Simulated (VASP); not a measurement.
The system is Li2V.

```xyz
3
Lattice="-1.8132 1.8132 2.9739 1.8132 -1.8132 2.9739 1.8132 1.8132 -2.9739" Properties=species:S:1:pos:R:3 pbc="T T T"
Li    0.0000    0.0000    3.5271
Li    0.0000    0.0000    2.4208
V     0.0000    0.0000    0.0000
```

* Program: VASP 6.6.1
* Task: relaxation of cell and atoms
* Functional: PBE
* Potentials or basis: VASP PAW PBE potentials, release 64 (Li_sv, V_sv)
* Cutoff: 600 eV
* k mesh: 6 × 6 × 6
* Occupations: gaussian, width 0.1 eV
* Spin: collinear spin, ferromagnetic start
* Starting moments: [0.0, 0.0, 2.4] μB

At the start: pressure 19.8 GPa; volume 13.04 Å³/atom.

Q: Where does the relaxation end?

A: Over 12 steps the energy falls by 1629.0 meV/atom and the volume is 16.10 Å³/atom (+23.5 %); space group I4/mmm (No. 139, to 0.1 Å) before and after; moment 3.76 μB per cell.

Step by step:
| step | energy change (eV) | largest force (eV/Å) | pressure (GPa) | volume (Å³) |
| --- | --- | --- | --- | --- |
| 1 | 0.0000 | 12.7575 | 19.81 | 39.11 |
| 2 | -4.3219 | 1.4011 | 3.20 | 48.10 |
| 3 | -4.2295 | 0.1156 | 7.42 | 44.56 |
| 4 | -4.3315 | 1.2564 | 4.18 | 47.27 |
| 5 | -4.3459 | 1.1170 | 4.61 | 46.85 |
| 6 | -4.7618 | 0.5073 | 0.24 | 50.03 |
| 7 | -4.8372 | 0.3049 | -1.85 | 51.71 |
| 8 | -4.8415 | 0.2515 | -2.43 | 52.19 |
| 9 | -4.8744 | 0.1621 | -1.28 | 50.20 |
| 10 | -4.8866 | 0.0607 | 0.08 | 48.30 |
| 11 | -4.8867 | 0.0541 | 0.17 | 48.18 |
| 12 | -4.8871 | 0.0355 | 0.04 | 48.29 |

Final structure:
```xyz
3
Lattice="-1.6996 1.6996 4.1792 1.6996 -1.6996 4.1792 1.6996 1.6996 -4.1792" Properties=species:S:1:pos:R:3 pbc="T T T"
Li    0.0000    0.0000    5.6420
Li    0.0000    0.0000    2.7164
V     0.0000    0.0000    0.0000
```

Caveat: the cutoff is under 1.25 times the usual one of these potentials, so pressure, stress and relaxed cells hold a basis-set (Pulay) error; the volume moved by over 15 % at a fixed basis, so the end points are rough.
